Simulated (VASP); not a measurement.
# LaAl3N2 (R-3m) in VASP: a series of runs, part 2 of 2

VASP 6.6.1. Earlier steps stand in the parts before.

**3. Relaxation of cell and atoms, PBE**

This run uses another cell than the first one, of 17.13 Å³/atom.

INCAR reads:

```
SYSTEM = LaAl3N2
PREC = Accurate
ENCUT = 600
EDIFF = 1E-6
ISMEAR = 0
SIGMA = 0.2
LREAL = .False.
LASPH = .True.
NELM = 60
ALGO = Normal
ISIF = 3
LWAVE = .False.
LCHARG = .False.
GGA = PE
IBRION = 2
NSW = 36
EDIFFG = -0.08
```

KPOINTS reads:

```
Automatic mesh
0
Gamma
  4 4 4
  0 0 0
```

POSCAR reads:

```
LaAl3N2
1.0
    2.4593190400      1.4198885100      4.9062312700
   -2.4593190400      1.4198885100      4.9062312700
    0.0000000000     -2.8397770200      4.9062312700
La Al N
1 3 2
Direct
    0.0000000000      0.0000000000      0.0000000000
    0.5000000000      0.5000000000      0.5000000000
    0.8335362000      0.8335362000      0.8335362000
    0.1664638000      0.1664638000      0.1664638000
    0.6619224900      0.6619224900      0.6619224900
    0.3380775100      0.3380775100      0.3380775100
```

Potentials or basis: VASP PAW PBE potentials, release 64 (La, Al, N).

The run is started by

```bash
$ cat potpaw_PBE.64/La/POTCAR potpaw_PBE.64/Al/POTCAR potpaw_PBE.64/N/POTCAR > POTCAR
$ mpirun -np 1 vasp_std > vasp.out
```

OUTCAR:

```text
SYSTEM = LaAl3N2
   PREC = Accurate
   ENCUT = 600
   EDIFF = 1E-6
   ISMEAR = 0
   LREAL = .False.
   LASPH = .True.
   NELM = 60
   ISIF = 3
   GGA = PE
   IBRION = 2
   NSW = 36
   EDIFFG = -0.08

 ion  position               nearest neighbor table
   1  0.000  0.000  0.000-   3 2.45   4 2.45
   2  0.500  0.500  0.500-   5 2.38   6 2.38   4 2.84   4 2.84   3 2.84   3 2.84   4 2.84   3 2.84

   3  0.834  0.834  0.834-   1 2.45   5 2.53   2 2.84   2 2.84   2 2.84   4 2.84   4 2.84   4 2.84

   4  0.166  0.166  0.166-   1 2.45   6 2.53   2 2.84   2 2.84   2 2.84   3 2.84   3 2.84   3 2.84

   5  0.662  0.662  0.662-   2 2.38   3 2.53
   6  0.338  0.338  0.338-   2 2.38   4 2.53

  LATTYP: Found a trigonal (rhomboedric) cell.
 ALAT       =     5.6688128207
 COS(alpha) =     0.6235775600
[... 293 lines left out ...]
  free  energy   TOTEN  =       -32.1725121609 eV

  energy  without entropy=      -32.1205949814  energy(sigma->0) =      -32.14655357

[... ionic steps 4 to 20 ...]

--------------------------------------- Ionic step       21  -------------------------------------------

 number of electron      29.9999999 magnetization

------------------------ aborting loop because EDIFF is reached ----------------------------------------
[... 75 lines left out ...]
--------------------------------------- Ionic step       23  -------------------------------------------

 number of electron      29.9999999 magnetization

 Free energy of the ion-electron system (eV)
  ---------------------------------------------------
  ext. energy  EPLUGINS =         0.00000000
  ---------------------------------------------------
  free energy    TOTEN  =       -35.61035332 eV

  energy without entropy =      -35.59047775  energy(sigma->0) =      -35.60041553

 E-fermi :   8.2518     XC(G=0): -10.5734

 val. band max:        8.1226078303   @ k =   0.5000   0.5000   0.5000
 cond. band min:       8.3219056886   @ k =   0.5000   0.5000   0.0000
 fundamental gap:      0.1992978584
 Fermi energy:         8.2518293520

 k-point     1 :       0.0000    0.0000    0.0000
  band No.  band energies     occupation
      1     -24.0505      2.00000
      2      -8.1077      2.00000
      3      -7.8173      2.00000
      4      -7.8173      2.00000
      5      -6.7322      2.00000
      6      -5.1404      2.00000
[... 308 lines left out ...]
  FREE ENERGIE OF THE ION-ELECTRON SYSTEM (eV)
  ---------------------------------------------------
  free  energy   TOTEN  =       -35.6103533167 eV

  energy  without entropy=      -35.5904777453  energy(sigma->0) =      -35.60041553

 reached required accuracy - stopping structural energy minimisation
```

OSZICAR:

```text
N       E                     dE             d eps       ncg     rms          rms(c)
DAV:   1     0.253650357560E+03    0.25365E+03   -0.12478E+04   494   0.204E+03
DAV:   2     0.296733101371E+02   -0.22398E+03   -0.21302E+03   678   0.307E+02
DAV:   3    -0.237184470786E+02   -0.53392E+02   -0.50758E+02   807   0.162E+02
[... 238 lines left out ...]
DAV:   4    -0.356103567924E+02    0.82001E-04   -0.47358E-04   932   0.153E-01    0.301E-02
DAV:   5    -0.356103561411E+02    0.65129E-06   -0.22152E-04   827   0.116E-01    0.193E-02
DAV:   6    -0.356103502848E+02    0.58563E-05   -0.73468E-05   785   0.565E-02    0.845E-03
DAV:   7    -0.356103528448E+02   -0.25600E-05   -0.74026E-06   806   0.206E-02    0.367E-03
DAV:   8    -0.356103533167E+02   -0.47188E-06   -0.60343E-07   472   0.118E-02
  23 F= -.35610353E+02 E0= -.35600416E+02  d E =-.144285E-02
```

Run time: 6.8 min. Hardware: 1 thread of Intel Xeon 6975P-C (Granite Rapids), shared host; peak memory 0.39 GiB.

Results:

```
Free energy                           : -35.6104 eV
Relaxed volume                        : 15.35 Å³/atom
Relaxed cell                          : a = 5.255 Å, b = 5.255 Å, c = 5.255 Å, α = 55.59°, β = 55.59°, γ = 55.59°
Space group after relaxing (to 0.1 Å) : R-3m (No. 166)
Energy gained by relaxing             : 1254.6 meV/atom
Ionic steps                           : 23
Pressure after relaxing               : 0.0 GPa
Largest force after relaxing          : 0.020 eV/Å
Band gap on the k mesh                : zero (bands 15 and 16 overlap by 0.20 eV)
```

Forces in eV/Å, atoms in the order of the input:
```
La   0.000  0.000  0.000
Al   0.000  0.000  0.000
Al   0.000  0.000  0.020
Al   0.000  0.000 -0.020
N    0.000  0.000  0.003
N    0.000  0.000 -0.003
```

Stress tensor (GPa, compression positive):
```
 0.08  0.00  0.00
 0.00  0.08  0.00
 0.00  0.00 -0.07
```

Step by step:
```
step  energy change (eV)  largest force (eV/Å)  pressure (GPa)  volume (Å³)
   1              0.0000                6.9024           -4.36       102.79
   2             -3.6410                2.9673           -3.95        95.57
   3             -4.0898                1.1969            3.50        90.03
   4             -4.1410                1.5312            1.23        91.30
   5             -5.2795                0.2091            1.49        91.33
   6             -5.3014                2.2897            5.04        91.21
   7             -5.3645                0.7962            2.77        91.28
   8             -5.3682                1.0751            3.15        91.27
   9             -5.7371                1.8153           -2.69        95.81
  10             -5.8312                2.3240           -4.99        98.41
  11             -6.1692                2.3851           -5.48        97.75
  12             -6.5770                2.9396            1.79        95.26
  13             -6.6084                2.0578           -3.48        96.55
  14             -6.6843                2.2740           -1.92        96.06
  15             -7.0317                2.0504            1.65        94.08
  16             -7.0385                2.0080            2.45        93.78
  17             -7.4503                0.8032           -0.46        94.34
  18             -7.5020                0.6331           -1.65        94.58
  19             -7.5210                0.2336            0.00        93.22
  20             -7.5214                0.1623           -0.21        93.39
  21             -7.5255                0.0989           -0.45        93.03
  22             -7.5262                0.0864           -0.59        92.81
  23             -7.5276                0.0204            0.03        92.11
```

Final structure:
```xyz
6
Lattice="2.4505 1.4148 4.4281 -2.4505 1.4148 4.4281 0.0000 -2.8296 4.4281" Properties=species:S:1:pos:R:3 pbc="T T T"
La    0.0000    0.0000    0.0000
Al    0.0000    0.0000    6.6421
Al    0.0000    0.0000   10.2647
Al    0.0000    0.0000    3.0194
N     0.0000    0.0000    8.4459
N     0.0000    0.0000    4.8383
```

Levels at points of the mesh, in eV from the Fermi level:
```tsv
k point	band 12	band 13	band 14	band 15	band 16	band 17	band 18	band 19
(0.00, 0.00, 0.00)	-2.17	-2.17	-1.26	-1.26	0.86	0.86	1.04	2.51
(0.50, 0.00, 0.00)	-3.44	-2.73	-1.52	-1.38	1.32	1.93	2.37	2.37
(0.50, 0.50, 0.00)	-2.40	-1.88	-1.39	0.07	0.09	0.97	1.40	2.14
(0.50, 0.50, 0.50)	-1.17	-1.17	-0.20	-0.20	-0.13	0.58	0.58	1.42
```

Caveat: the k points lie up to 0.39 Å⁻¹ apart in the final cell; spin-orbit coupling is left out, which moves the levels of the heavy elements.

**4. Single point, PBE**

This run uses another cell than the first one, of 15.43 Å³/atom.

INCAR reads:

```
ALGO     = Normal         # electronic algorithm
EDIFF    = 1E-7           # SCF threshold, eV
ENCUT    = 520            # plane-wave cutoff, eV
GGA      = PE             # functional
ISIF     = 2              # what is computed and relaxed
ISMEAR   = 0              # smearing method
LASPH    = T              # aspherical terms in the spheres
LCHARG   = F              # write CHGCAR
LREAL    = F              # projectors in reciprocal space
LWAVE    = F              # write WAVECAR
NBANDS   = 24             # bands
NELM     = 100            # most SCF steps
PREC     = Accurate       # precision mode
SIGMA    = 0.1            # smearing width, eV
```

KPOINTS reads:

```
k-points
0
Gamma
  12 12 12
```

POSCAR reads:

```
LaAl3N2
1.0
    2.4566263484      1.4183338836      4.4278879440
   -2.4566263484      1.4183338836      4.4278879440
    0.0000000000     -2.8366677671      4.4278879440
La Al N
1 3 2
Direct
    0.0000000000      0.0000000000      0.0000000000
    0.5000000000      0.5000000000      0.5000000000
    0.7727053707      0.7727053707      0.7727053707
    0.2272946293      0.2272946293      0.2272946293
    0.6358094577      0.6358094577      0.6358094577
    0.3641905423      0.3641905423      0.3641905423
```

The run is started by

```bash
$ cat potpaw_PBE.64/La/POTCAR potpaw_PBE.64/Al/POTCAR potpaw_PBE.64/N/POTCAR > POTCAR
$ mpirun -np 1 vasp_std > vasp.out
```

Run time: 3.9 min. Hardware: 1 thread of Intel Xeon 6975P-C (Granite Rapids), shared host; peak memory 0.58 GiB.

Results (log left out):

```
Free energy            : -35.6725 eV
Pressure               : -0.1 GPa
Largest force          : 0.004 eV/Å
Band gap on the k mesh : zero (bands 15 and 16 overlap by 0.32 eV)
```

Forces in eV/Å, atoms in the order of the input:
```
La   0.000  0.000  0.000
Al   0.000  0.000  0.000
Al   0.000  0.000  0.004
Al   0.000  0.000 -0.004
N    0.000  0.000 -0.002
N    0.000  0.000  0.002
```

Levels at points of the mesh, in eV from the Fermi level:
```tsv
k point	band 12	band 13	band 14	band 15	band 16	band 17	band 18	band 19
(0.00, 0.00, 0.00)	-2.19	-2.19	-1.28	-1.28	0.83	0.83	1.00	2.44
(0.50, 0.00, 0.00)	-3.46	-2.75	-1.54	-1.41	1.28	1.90	2.30	2.30
(0.50, 0.50, 0.00)	-2.42	-1.90	-1.41	0.06	0.07	0.95	1.37	2.08
(0.50, 0.50, 0.50)	-1.20	-1.20	-0.22	-0.22	-0.17	0.56	0.56	1.40
```

Caveat: spin-orbit coupling is left out, which moves the levels of the heavy elements.

**5. Overview**

| task | cell | k mesh | cutoff (eV) | smearing | gap on the mesh (eV) | pressure (GPa) | largest force (eV/Å) |
| --- | --- | --- | --- | --- | --- | --- | --- |
| single point | a = 5.258 Å, angles 55.6°, 6 atoms, atomic positions A | 4 × 4 × 4 | 520 | gaussian 0.2 eV | none | 0.0 | 0.05 |
| relaxation of cell and atoms | relaxed from a = 5.669 Å, angles 51.4°, 6 atoms, atomic positions B | 4 × 4 × 4 | 600 | gaussian 0.2 eV | none | 0.0 | 0.02 |
| single point | a = 5.259 Å, angles 55.7°, 6 atoms, atomic positions A | 12 × 12 × 12 | 520 | gaussian 0.1 eV | none | -0.1 | - |

Alike in all rows: level PBE; potentials or basis VASP PAW PBE potentials, release 64 (La, Al, N); no spin polarisation.

Caveats: some runs use coarse meshes; spin-orbit coupling is left out, which moves the levels of the heavy elements.

Absolute energies hang on the potentials; compare differences alone.
